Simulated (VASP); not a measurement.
# TaN (I4mm) in VASP: a series of runs

TaN is run at these levels: LDA; tasks: single point.

Program: VASP 6.6.1. These are calculated values, not measurements. Logs are shortened: lines on timing, memory, paths and dates and some standing lists are left out, and cuts for length are marked.

## Step 1: The cell of the first run

The structure is tetragonal, space group I4mm (No. 107). The conventional cell has a = 3.023 Å, b = 3.023 Å, c = 4.275 Å, α = 90.00°, β = 90.00°, γ = 90.00°. Ta (site symmetry 4mm) has 6 N at 2.01 to 2.27 Å within 2.7 Å. N (site symmetry 4mm) has 6 Ta at 2.01 to 2.27 Å within 2.7 Å.

## Step 2: Single point, LDA

INCAR reads:

```
SYSTEM = TaN
PREC     = Accurate       ! precision mode
ENCUT    = 600            ! plane-wave cutoff, eV
EDIFF    = 1E-6           ! SCF threshold, eV
ISMEAR   = 0              ! smearing method
SIGMA    = 0.15           ! smearing width, eV
LREAL    = .FALSE.        ! projectors in reciprocal space
LASPH    = .TRUE.         ! aspherical terms in the spheres
NELM     = 120            ! most SCF steps
ALGO     = Normal         ! electronic algorithm
ISIF     = 2              ! what is computed and relaxed
LWAVE    = .FALSE.        ! write WAVECAR
LCHARG   = .FALSE.        ! write CHGCAR
NBANDS   = 16             ! bands
GGA_COMPAT= .FALSE.
```

KPOINTS reads:

```
regular mesh
0
G
  18 18 18
  0 0 0
```

POSCAR reads:

```
TaN
1.0
    0.0000000000      2.1375325951      2.1375325951
    2.1375325951      0.0000000000      2.1375325951
    2.1375325951      2.1375325951      0.0000000000
Ta N
1 1
Direct
    0.4978278253      0.5021721747      0.5021721747
    0.0280609990     -0.0280609990     -0.0280609990
```

Potentials or basis: VASP PAW LDA potentials, release 64 (Ta_sv_GW, N).

Started as:

```bash
$ cat potpaw_LDA.64/Ta_sv_GW/POTCAR potpaw_LDA.64/N/POTCAR > POTCAR
$ mpirun -np 1 vasp_std > vasp.out
```

OUTCAR:

```text
SYSTEM = TaN
   PREC = Accurate
   ENCUT = 600
   EDIFF = 1E-6
   ISMEAR = 0
   LREAL = .FALSE.
   LASPH = .TRUE.
   NELM = 120
   ISIF = 2

 ion  position               nearest neighbor table
   1  0.498  0.502  0.502-   2 2.01   2 2.14   2 2.14   2 2.14   2 2.14   2 2.27
   2  0.028  0.972  0.972-   1 2.01   1 2.14   1 2.14   1 2.14   1 2.14   1 2.27

  LATTYP: Found a face centered cubic cell.
 ALAT       =     4.2750651902

  Lattice vectors:

 A1 = (   0.0000000000,   2.1375325951,   2.1375325951)
 A2 = (   2.1375325951,   0.0000000000,   2.1375325951)
 A3 = (   2.1375325951,   2.1375325951,   0.0000000000)

Analysis of symmetry for initial positions (statically):
=====================================================================
 Subroutine PRICEL returns:
 Original cell was already a primitive cell.

 Routine SETGRP: Setting up the symmetry group for a
 face centered cubic supercell.

 Subroutine GETGRP returns: Found  8 space group operations
 (whereof  8 operations were pure point group operations)
 out of a pool of 48 trial point group operations.

The static configuration has the point symmetry C_4v.

Analysis of symmetry for dynamics (positions and initial velocities):
=====================================================================
 Subroutine PRICEL returns:
 Original cell was already a primitive cell.

 Routine SETGRP: Setting up the symmetry group for a
 face centered cubic supercell.

 Subroutine GETGRP returns: Found  8 space group operations
 (whereof  8 operations were pure point group operations)
 out of a pool of 48 trial point group operations.

The dynamic configuration has the point symmetry C_4v.

 Subroutine INISYM returns: Found  8 space group operations
 (whereof  8 operations are pure point group operations),
 and found     1 'primitive' translations

----------------------------------------------------------------------------------------

                                     Primitive cell

  volume of cell :      19.5330

  direct lattice vectors                    reciprocal lattice vectors
     0.000000000  2.137532595  2.137532595    -0.233914562  0.233914562  0.233914562
     2.137532595  0.000000000  2.137532595     0.233914562 -0.233914562  0.233914562
     2.137532595  2.137532595  0.000000000     0.233914562  0.233914562 -0.233914562

  length of vectors
     3.022927586  3.022927586  3.022927586     0.405151905  0.405151905  0.405151905

  position of ions in fractional coordinates (direct lattice)
     0.497827825  0.502172175  0.502172175
     0.028060999  0.971939001  0.971939001

  ion indices of the primitive-cell ions
   primitive index   ion index
                 1           1
[... 71 lines left out ...]
   ENCUT  =  600.0 eV  44.10 Ry    6.64 a.u.   6.04  6.04  6.04*2*pi/ulx,y,z
   NELM   =    120;   NELMIN=  2; NELMDL= -5     # of ELM steps
   EDIFF  = 0.1E-05   stopping-criterion for ELM
   LREAL  =      F    real-space projection
   EDIFFG = 0.1E-04   stopping-criterion for IOM
   NSW    =      0    number of steps for IOM
   IBRION =     -1    ionic relax: 0-MD 1-quasi-New 2-CG
   NFREE  =      0    steps in history (QN), initial steepest desc. (CG)
   ISIF   =      2    stress and relaxation
   ISYM   =      2    0-nonsym 1-usesym 2-fastsym
   POTIM  = 0.5000    time-step for ionic-motion
   TEBEG  =    0.0;   TEEND  =   0.0 temperature during run
   PSTRESS=    0.0 pullay stress
   NELECT =      18.0000    total number of electrons
   NUPDOWN=      -1.0000    fix difference up-down
   EMIN   =  10.00;   EMAX   =-10.00  energy-range for DOS
   EFERMI =   0.00;   METHOD = LEGACY
   ISMEAR =     0;   SIGMA  =   0.15  broadening in eV -4-tet -1-fermi 0-gaus
   EFERMI_NEDOS =   21; number of points for ismear=-14 and -15
   IALGO  =     38    algorithm
   IMIX   =      4    mixing-type and parameters
     AMIX     =   0.40;   BMIX     =  1.00
     AMIX_MAG =   1.60;   BMIX_MAG =  1.00
  volume/ion in A,a.u.               =       9.77        65.91
  Fermi-wavevector in a.u.,A,eV,Ry     =   1.593100  3.010522 34.531127  2.537966
  Thomas-Fermi vector in A             =   2.691382
   LORBIT       =      0    0 simple, 1 ext, 2 COOP (PROOUT), +10 PAW based schemes
   GGA     = CA    functional components
   LHFCALC =     F    Hartree Fock is set to
   AEXX    =    0.0000 exact exchange contribution
   IVDW    =     0    specifies the selected vdW correction
   LEPSILON=     F    determine dielectric tensor
   LRPA    =     F    only Hartree local field effects (RPA)
 non-spin polarized calculation
 Gauss-broadening in eV      SIGMA  =   0.15
  energy-cutoff  :      600.00
  volume of cell :       19.53
 maximum number of plane-waves:       663
   NGX = 13   NGY = 13   NGZ = 13

 number of electron      17.9999999 magnetization

 Free energy of the ion-electron system (eV)
  ---------------------------------------------------
  ext. energy  EPLUGINS =         0.00000000
  ---------------------------------------------------
  free energy    TOTEN  =       -26.49438590 eV

  energy without entropy =      -26.48649404  energy(sigma->0) =      -26.49043997

 E-fermi :  14.8092     XC(G=0): -14.5538

 val. band max:       14.8084460853   @ k =  -0.2778   0.3333   0.1111
 cond. band min:      14.8146687891   @ k =   0.2222   0.1667   0.0000
 fundamental gap:      0.0062227038
 Fermi energy:        14.8091755336

 k-point     1 :       0.0000    0.0000    0.0000
  band No.  band energies     occupation
      1     -54.1137      2.00000
      2     -20.5349      2.00000
      3     -20.5055      2.00000
      4     -20.5055      2.00000
      5      -4.4329      2.00000
      6      10.3333      2.00000
[... 433 lines left out ...]
      3     -20.6243      2.00000
      4     -20.6224      2.00000
      5      -1.6019      2.00000
      6       4.8185      2.00000
[... 8 lines left out ...]
     15      27.6187      0.00000
     16      29.3458      0.00000

 [... further k-points ...]
[... 5 lines left out ...]
  --------------------------------------------------------------------------------------
  -------------------------------------------------------------------------------------
  Total        4.1782471      2.7871708      2.7871708      0.0000000     -0.0000000     -0.0000000
  in kB      342.7176507    228.6156377    228.6156377      0.0000000     -0.0000000     -0.0000000
  external PRESSURE =     266.6496420 kB  Pullay stress =       0.0000000 kB

 VOLUME and BASIS-vectors are now :
 -----------------------------------------------------------------------------
  energy-cutoff  :      600.00
  volume of cell :       19.53
      direct lattice vectors                 reciprocal lattice vectors
     0.000000000  2.137532595  2.137532595    -0.233914562  0.233914562  0.233914562
     2.137532595  0.000000000  2.137532595     0.233914562 -0.233914562  0.233914562
     2.137532595  2.137532595  0.000000000     0.233914562  0.233914562 -0.233914562

 POSITION                                       TOTAL-FORCE (eV/Angst)
 -----------------------------------------------------------------------------------
      2.14682      2.13753      2.13753        -1.693308      0.000000      0.000000
      4.15510      2.13753      2.13753         1.693308      0.000000      0.000000
 -----------------------------------------------------------------------------------
    total drift:                               -0.000164     -0.000000     -0.000000

  FREE ENERGIE OF THE ION-ELECTRON SYSTEM (eV)
  ---------------------------------------------------
  free  energy   TOTEN  =       -26.4943859025 eV

  energy  without entropy=      -26.4864940398  energy(sigma->0) =      -26.49043997
```

It took 93 s on 1 thread of Intel Xeon Platinum 8488C (Sapphire Rapids), shared host; peak memory 0.3 GiB.

Results:

| Quantity | Value |
| --- | --- |
| Free energy | -26.4944 eV |
| Pressure | 26.7 GPa |
| Largest force | 1.693 eV/Å |
| Band gap on the k mesh | zero (band 9 reaches 16.89 eV, above the bottom of band 10 at 12.85 eV) |

Forces on the atoms (eV/Å):
```
Ta  -1.693  0.000  0.000
N    1.693  0.000  0.000
```

Stress tensor (GPa, compression positive):
```
34.27  0.00  0.00
 0.00 22.86  0.00
 0.00  0.00 22.86
```

Levels at points of the mesh, in eV from the Fermi level:
```csv
k point,band 5,band 6,band 7,band 8,band 9,band 10,band 11,band 12,band 13,band 14
"(0.00, 0.00, 0.00)",-19.24,-4.48,-4.48,-4.37,-2.32,-1.78,-1.78,0.09,0.65,2.46
"(0.50, 0.00, 0.00)",-15.64,-10.97,-8.16,-8.11,2.08,2.24,2.26,4.16,8.08,8.69
"(0.50, 0.50, 0.00)",-17.98,-6.67,-6.64,-4.78,-4.01,2.55,4.08,4.10,5.48,7.84
"(0.00, 0.50, 0.50)",-17.97,-6.56,-6.03,-4.72,-4.72,2.43,4.08,4.08,5.21,7.18
```

Caveat: spin-orbit coupling is left out, which moves the levels of the heavy elements; forces of over 1 eV/Å act on the atoms, so gaps and moduli don't describe the material at rest.

## Step 3: Single point, LDA

This run uses another cell than the first one, of 10.02 Å³/atom, 1.026 times its volume.

INCAR reads:

```
PREC = Accurate
ENCUT = 600
EDIFF = 1E-6
ISMEAR = 0
SIGMA = 0.15
LREAL = F
LASPH = T
NELM = 120
ALGO = Normal
ISIF = 2
LWAVE = F
LCHARG = T
GGA = CA
LELF = T
LVHAR = T
NBANDS = 16
GGA_COMPAT = F
```

KPOINTS reads:

```
Automatic mesh
0
Gamma
  18 18 18
```

POSCAR reads:

```
TaN
1.0
    0.0000000000      2.1557928146      2.1557928146
    2.1557928146      0.0000000000      2.1557928146
    2.1557928146      2.1557928146      0.0000000000
Ta N
1 1
Direct
    0.4956556505      0.5043443495      0.5043443495
    0.0561219980     -0.0561219980     -0.0561219980
```

Potentials or basis: VASP PAW LDA potentials, release 64 (Ta_sv_GW, N).

Started as:

```bash
$ cat potpaw_LDA.64/Ta_sv_GW/POTCAR potpaw_LDA.64/N/POTCAR > POTCAR
$ mpirun -np 1 vasp_std > vasp.out
```

Wall time 2.4 min (1 thread of AMD EPYC 7R43 (Zen 3), shared host); peak memory 0.28 GiB.

Results (log left out):

* Free energy: -26.2211 eV
* Pressure: 26.0 GPa
* Largest force: 3.871 eV/Å
* Band gap on the k mesh: zero (band 9 reaches 16.04 eV, above the bottom of band 10 at 12.83 eV)

Forces in eV/Å, atoms in the order of the input:
```
Ta  -3.871  0.000  0.000
N    3.871  0.000  0.000
```

Stress tensor (GPa, compression positive):
```
54.60  0.00  0.00
 0.00 11.67  0.00
 0.00  0.00 11.67
```

Levels at points of the mesh, in eV from the Fermi level:
| k point | band 7 | band 8 | band 9 | band 10 | band 11 | band 12 |
| --- | --- | --- | --- | --- | --- | --- |
| (0.00, 0.00, 0.00) | -5.15 | -5.03 | -2.07 | -0.63 | -0.63 | 0.24 |
| (0.50, 0.00, 0.00) | -7.85 | -7.71 | 1.75 | 2.16 | 2.37 | 4.08 |
| (0.50, 0.50, 0.00) | -6.58 | -4.86 | -2.70 | 2.97 | 4.00 | 4.08 |
| (0.00, 0.50, 0.50) | -5.73 | -4.64 | -4.64 | 2.55 | 3.78 | 3.99 |

Caveat: spin-orbit coupling is left out, which moves the levels of the heavy elements; forces of over 1 eV/Å act on the atoms, so gaps and moduli don't describe the material at rest.

## Step 4: Single point, LDA

This run uses another cell than the first one, of 10.02 Å³/atom, 1.026 times its volume.

INCAR reads:

```
SYSTEM = TaN
PREC = Accurate ; ENCUT = 600
EDIFF = 1E-6 ; ISMEAR = 0
SIGMA = 0.15 ; LREAL = .FALSE.
LASPH = .TRUE. ; NELM = 120
ALGO = Normal ; ISIF = 2
LWAVE = .FALSE. ; LCHARG = .TRUE.
GGA = CA ; LELF = .TRUE.
LVHAR = .TRUE. ; NBANDS = 16
GGA_COMPAT = .FALSE.
```

KPOINTS reads:

```
regular mesh
0
G
  18 18 18
  0 0 0
```

POSCAR reads:

```
TaN
1.0
    0.0000000000      2.1557928146      2.1557928146
    2.1557928146      0.0000000000      2.1557928146
    2.1557928146      2.1557928146      0.0000000000
Ta N
1 1
Direct
    0.4967417379      0.5032582621      0.5032582621
    0.0420914985     -0.0420914985     -0.0420914985
```

Started as:

```bash
$ cat potpaw_LDA.64/Ta_sv_GW/POTCAR potpaw_LDA.64/N/POTCAR > POTCAR
$ mpirun -np 1 vasp_std > vasp.out
```

Wall time 91 s (1 thread of AMD EPYC 9R45 (Zen 5), shared host); peak memory 0.28 GiB.

The run converged. Its results:

```yaml
Free_energy: -26.4295 eV
Pressure: 19.4 GPa
Largest_force: 2.574 eV/Å
Band_gap_on_the_k_mesh: zero (band 9 reaches 16.25 eV, above the bottom of band 10 at 12.72 eV)
```

Forces on the atoms (eV/Å):
```
Ta  -2.574  0.000  0.000
N    2.574  0.000  0.000
```

Stress tensor (GPa, compression positive):
```
35.63  0.00  0.00
 0.00 11.32  0.00
 0.00  0.00 11.32
```

Levels at points of the mesh, in eV from the Fermi level:
```tsv
k point	band 7	band 8	band 9	band 10	band 11	band 12
(0.00, 0.00, 0.00)	-4.74	-4.63	-2.15	-1.19	-1.19	0.17
(0.50, 0.00, 0.00)	-7.89	-7.81	1.92	2.19	2.26	4.06
(0.50, 0.50, 0.00)	-6.58	-4.77	-3.33	2.70	3.98	4.02
(0.00, 0.50, 0.50)	-5.77	-4.63	-4.63	2.45	3.97	3.97
```

Caveat: spin-orbit coupling is left out, which moves the levels of the heavy elements; forces of over 1 eV/Å act on the atoms, so gaps and moduli don't describe the material at rest.
